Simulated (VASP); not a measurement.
# Ta2SiO2 (P-3m1) in VASP: further runs, part 3 of 3

VASP 6.6.1. The steps go on from the part before.

## 6. Single point, PBE, collinear spin

This run uses another cell than the first one, of 10.95 Å³/atom.

File INCAR:

```
ALGO = Normal ; EDIFF = 1E-6
ENCUT = 520 ; GGA = PE
ISIF = 2 ; ISMEAR = 0
ISPIN = 2 ; LASPH = True
LCHARG = False ; LMAXMIX = 4
LORBIT = 11 ; LREAL = False
LWAVE = False ; MAGMOM = 1 1 0 0 0
NBANDS = 31 ; NELM = 150
PREC = Accurate ; SIGMA = 0.1
```

File KPOINTS:

```
k-points
0
Gamma
  6 6 4
```

File POSCAR:

```
Ta2SiO2
1.0
    3.5636546200      0.0000000000      0.0000000000
   -1.7818273100      3.0862154300      0.0000000000
    0.0000000000      0.0000000000      4.9775965400
Ta Si O
2 1 2
Direct
    0.6666666700      0.3333333300      0.6155828900
    0.3333333300      0.6666666700      0.3844171100
    0.0000000000      0.0000000000      0.0000000000
    0.3333333300      0.6666666700      0.8695532600
    0.6666666700      0.3333333300      0.1304467400
```

Potentials or basis: VASP PAW PBE potentials, release 64 (Ta_pv, Si, O).

Launch:

```
cat potpaw_PBE.64/Ta_pv/POTCAR potpaw_PBE.64/Si/POTCAR potpaw_PBE.64/O/POTCAR > POTCAR
mpirun -np 1 vasp_std > vasp.out
```

OUTCAR:

```text
EDIFF = 1E-6
   ENCUT = 520
   GGA = PE
   ISIF = 2
   ISMEAR = 0
   ISPIN = 2
   LASPH = True
   LORBIT = 11
   LREAL = False
   NELM = 150
   PREC = Accurate

 ion  position               nearest neighbor table
   1  0.667  0.333  0.616-   2 2.36   2 2.36   2 2.36   4 2.41   4 2.41   5 2.41   4 2.41   5 2.56
                             3 2.81   3 2.81   3 2.81
   2  0.333  0.667  0.384-   1 2.36   1 2.36   1 2.36   5 2.41   5 2.41   4 2.41   5 2.41   4 2.56
                             3 2.81   3 2.81   3 2.81
   3  0.000  0.000  0.000-   4 2.16   5 2.16   4 2.16   5 2.16   5 2.16   4 2.16   1 2.81   2 2.81
                             2 2.81   1 2.81   2 2.81   1 2.81
   4  0.333  0.667  0.870-   3 2.16   3 2.16   3 2.16   1 2.41   1 2.41   2 2.41   1 2.41   2 2.56

   5  0.667  0.333  0.130-   3 2.16   3 2.16   3 2.16   2 2.41   2 2.41   1 2.41   2 2.41   1 2.56

  LATTYP: Found a hexagonal cell.
 ALAT       =     3.5636546200
 C/A-ratio  =     1.3967673837

  Lattice vectors:

 A1 = (   3.5636546200,   0.0000000000,   0.0000000000)
 A2 = (  -1.7818273100,   3.0862154300,   0.0000000000)
 A3 = (   0.0000000000,   0.0000000000,   4.9775965400)

Analysis of symmetry for initial positions (statically):
=====================================================================
 Subroutine PRICEL returns:
 Original cell was already a primitive cell.

 Routine SETGRP: Setting up the symmetry group for a
 hexagonal supercell.

 Subroutine GETGRP returns: Found 12 space group operations
 (whereof 12 operations were pure point group operations)
 out of a pool of 24 trial point group operations.

The static configuration has the point symmetry D_3d.

Analysis of symmetry for dynamics (positions and initial velocities):
=====================================================================
 Subroutine PRICEL returns:
 Original cell was already a primitive cell.

 Routine SETGRP: Setting up the symmetry group for a
 hexagonal supercell.

 Subroutine GETGRP returns: Found 12 space group operations
 (whereof 12 operations were pure point group operations)
 out of a pool of 24 trial point group operations.

The dynamic configuration has the point symmetry D_3d.

Analysis of structural, dynamic, and magnetic symmetry:
=====================================================================
 Subroutine PRICEL returns:
 Original cell was already a primitive cell.

 Routine SETGRP: Setting up the symmetry group for a
 hexagonal supercell.

 Subroutine GETGRP returns: Found 12 space group operations
 (whereof 12 operations were pure point group operations)
 out of a pool of 24 trial point group operations.

The overall configuration has the point symmetry D_3d.

 Subroutine INISYM returns: Found 12 space group operations
 (whereof 12 operations are pure point group operations),
 and found     1 'primitive' translations

----------------------------------------------------------------------------------------

                                     Primitive cell

  volume of cell :      54.7446

  direct lattice vectors                    reciprocal lattice vectors
     3.563654620  0.000000000  0.000000000     0.280610807  0.162010725  0.000000000
    -1.781827310  3.086215430  0.000000000     0.000000000  0.324021450  0.000000000
     0.000000000  0.000000000  4.977596540     0.000000000  0.000000000  0.200900172

[... 93 lines left out ...]
   NFREE  =      0    steps in history (QN), initial steepest desc. (CG)
   ISIF   =      2    stress and relaxation
   ISYM   =      2    0-nonsym 1-usesym 2-fastsym
   POTIM  = 0.5000    time-step for ionic-motion
   TEBEG  =    0.0;   TEEND  =   0.0 temperature during run
   PSTRESS=    0.0 pullay stress
   NELECT =      38.0000    total number of electrons
   NUPDOWN=      -1.0000    fix difference up-down
   EMIN   =  10.00;   EMAX   =-10.00  energy-range for DOS
   EFERMI =   0.00;   METHOD = LEGACY
   ISMEAR =     0;   SIGMA  =   0.10  broadening in eV -4-tet -1-fermi 0-gaus
   EFERMI_NEDOS =   21; number of points for ismear=-14 and -15
   IALGO  =     38    algorithm
   IMIX   =      4    mixing-type and parameters
     AMIX     =   0.40;   BMIX     =  1.00
     AMIX_MAG =   1.60;   BMIX_MAG =  1.00
  volume/ion in A,a.u.               =      10.95        73.89
  Fermi-wavevector in a.u.,A,eV,Ry     =   1.449513  2.739183 28.587046  2.101089
  Thomas-Fermi vector in A             =   2.567231
   LORBIT       =     11    0 simple, 1 ext, 2 COOP (PROOUT), +10 PAW based schemes
   GGA     = PE    functional components
   LHFCALC =     F    Hartree Fock is set to
   AEXX    =    0.0000 exact exchange contribution
   IVDW    =     0    specifies the selected vdW correction
   LEPSILON=     F    determine dielectric tensor
   LRPA    =     F    only Hartree local field effects (RPA)
 spin polarized calculation
 Gauss-broadening in eV      SIGMA  =   0.10
  energy-cutoff  :      520.00
  volume of cell :       54.74
 maximum number of plane-waves:      1507
 NGX is ok and might be reduce to    28
   NGX = 13   NGY = 13   NGZ = 19

 number of electron      37.9999999 magnetization      -0.0024232

 number of electron      37.9999999 magnetization       0.0006397

 Free energy of the ion-electron system (eV)
  ---------------------------------------------------
  ext. energy  EPLUGINS =         0.00000000
  ---------------------------------------------------
  free energy    TOTEN  =       -35.25120727 eV

  energy without entropy =      -35.23624544  energy(sigma->0) =      -35.24372636

 E-fermi :   9.0730     XC(G=0): -12.9968

 val. band max:        9.0589666492   @ k =   0.0000   0.0000   0.2500
 cond. band min:       9.0904972031   @ k =   0.3333   0.0000   0.5000
 fundamental gap:      0.0315305539
 Fermi energy:         9.0730452781

 spin component 1

 k-point     1 :       0.0000    0.0000    0.0000
  band No.  band energies     occupation
      1     -25.9554      1.00000
      2     -25.9554      1.00000
      3     -25.7026      1.00000
      4     -24.9928      1.00000
      5     -24.2120      1.00000
      6     -24.2120      1.00000
[... 805 lines left out ...]
     30      16.5094      0.00000
     31      19.8926      0.00000
 Fermi energy:         9.0730452781

 spin component 2

 k-point     1 :       0.0000    0.0000    0.0000
  band No.  band energies     occupation
      1     -25.9552      1.00000
      2     -25.9552      1.00000
      3     -25.7025      1.00000
      4     -24.9927      1.00000
      5     -24.2119      1.00000
      6     -24.2119      1.00000
[... 805 lines left out ...]
     30      16.5094      0.00000
     31      19.9030      0.00000

------------------------ aborting loop because EDIFF is reached ----------------------------------------

  FORCE on cell =-STRESS in cart. coord.  units (eV):
  Direction    XX          YY          ZZ          XY          YZ          ZX
  --------------------------------------------------------------------------------------
  -------------------------------------------------------------------------------------
  Total       21.6457899     21.6457899     11.9681221      0.0000000      0.0000000     -0.0000000
  in kB      633.4939683    633.4939678    350.2636391      0.0000000      0.0000000     -0.0000000
  external PRESSURE =     539.0838584 kB  Pullay stress =       0.0000000 kB

 VOLUME and BASIS-vectors are now :
 -----------------------------------------------------------------------------
  energy-cutoff  :      520.00
  volume of cell :       54.74
      direct lattice vectors                 reciprocal lattice vectors
     3.563654620  0.000000000  0.000000000     0.280610807  0.162010725  0.000000000
    -1.781827310  3.086215430  0.000000000     0.000000000  0.324021450  0.000000000
     0.000000000  0.000000000  4.977596540     0.000000000  0.000000000  0.200900172

 POSITION                                       TOTAL-FORCE (eV/Angst)
 -----------------------------------------------------------------------------------
      1.78183      1.02874      3.06412         0.000000      0.000000      8.664632
     -0.00000      2.05748      1.91347        -0.000000     -0.000000     -8.664632
      0.00000      0.00000      0.00000        -0.000000      0.000000      0.000000
     -0.00000      2.05748      4.32829         0.000000     -0.000000     -0.978220
      1.78183      1.02874      0.64931        -0.000000      0.000000      0.978220
 -----------------------------------------------------------------------------------
    total drift:                                0.000000      0.000000      0.000000

  FREE ENERGIE OF THE ION-ELECTRON SYSTEM (eV)
  ---------------------------------------------------
  free  energy   TOTEN  =       -35.2512072696 eV

  energy  without entropy=      -35.2362454408  energy(sigma->0) =      -35.24372636

 total charge

# of ion       s       p       d       tot
------------------------------------------
    1        0.390   6.135   2.937   9.462
    2        0.390   6.135   2.937   9.462
    3        0.896   0.591   0.000   1.487
    4        1.606   3.392   0.000   4.998
    5        1.606   3.392   0.000   4.998
--------------------------------------------------
tot          4.888  19.644   5.874  30.406

 magnetization (x)

# of ion       s       p       d       tot
------------------------------------------
    1        0.000   0.000   0.000   0.000
    2        0.000   0.000   0.000   0.000
    3        0.000  -0.000   0.000  -0.000
    4       -0.000   0.000   0.000   0.000
    5       -0.000   0.000   0.000   0.000
--------------------------------------------------
tot          0.000   0.000   0.000   0.000
```

Wall time 37 s (1 thread of Intel Xeon 6975P-C (Granite Rapids), shared host); peak memory 0.24 GiB.

What came out:

```
Free energy                                           : -35.2512 eV
Pressure                                              : 53.9 GPa
Largest force                                         : 8.665 eV/Å
Band gap on the k mesh                                : zero (filled and empty bands overlap)
Net moment                                            : 0.00 μB per cell
Valence electrons inside the program's atomic spheres : Ta 9.46; Si 1.49; O 5.00
```

Forces in eV/Å, atoms in the order of the input:
```
Ta   0.000  0.000  8.665
Ta   0.000  0.000 -8.665
Si   0.000  0.000  0.000
O    0.000  0.000 -0.978
O    0.000  0.000  0.978
```

Caveat: the cell stands under pressure; spin-orbit coupling is left out, which moves the levels of the heavy elements; forces of over 1 eV/Å act on the atoms, so gaps and moduli don't describe the material at rest.

## 7. Overview

```tsv
task	potentials or basis	spin	cell	k mesh	cutoff (eV)	gap on the mesh (eV)	pressure (GPa)	moment (μB)	largest force (eV/Å)
single point	VASP PAW PBE potentials, release 64 (Ta_sv_GW, Si, O)	collinear	a = 2.921, b = 2.921, c = 9.684 Å, angles 90.0, 90.0, 120.0°, 5 atoms, atomic positions A	6 × 6 × 2	600	none	0.0	0.00	0.15
single point	VASP PAW PBE potentials, release 64 (Ta_pv, Si, O)	off	a = 3.564, b = 3.564, c = 4.978 Å, angles 90.0, 90.0, 120.0°, 5 atoms, atomic positions B	6 × 6 × 4	520	none	53.9	-	8.66
single point	VASP PAW PBE potentials, release 64 (Ta_pv, Si, O)	off	a = 2.921, b = 2.921, c = 9.684 Å, angles 90.0, 90.0, 120.0°, 5 atoms, atomic positions A	6 × 6 × 4	520	none	0.5	-	0.11
relaxation of cell and atoms	VASP PAW PBE potentials, release 64 (Ta_pv, Si, O)	off	relaxed from a = 3.564, b = 3.564, c = 4.978 Å, angles 90.0, 90.0, 120.0°, 5 atoms, atomic positions B	6 × 6 × 4	600	none	0.0	-	0.02
single point	VASP PAW PBE potentials, release 64 (Ta_pv, Si, O)	collinear	a = 3.564, b = 3.564, c = 4.978 Å, angles 90.0, 90.0, 120.0°, 5 atoms, atomic positions B	6 × 6 × 4	520	none	53.9	0.00	8.66
```

Alike in all rows: level PBE; smearing gaussian 0.1 eV.

Caveats: some runs use coarse meshes; spin-orbit coupling is left out, which moves the levels of the heavy elements; the cell stands under pressure (at least some runs); forces of over 1 eV/Å act on the atoms, so gaps and moduli don't describe the material at rest (at least some runs); the volume moved by over 15 % at a fixed basis, so the end points are rough (at least some runs).

Absolute energies hang on the potentials; compare differences alone.
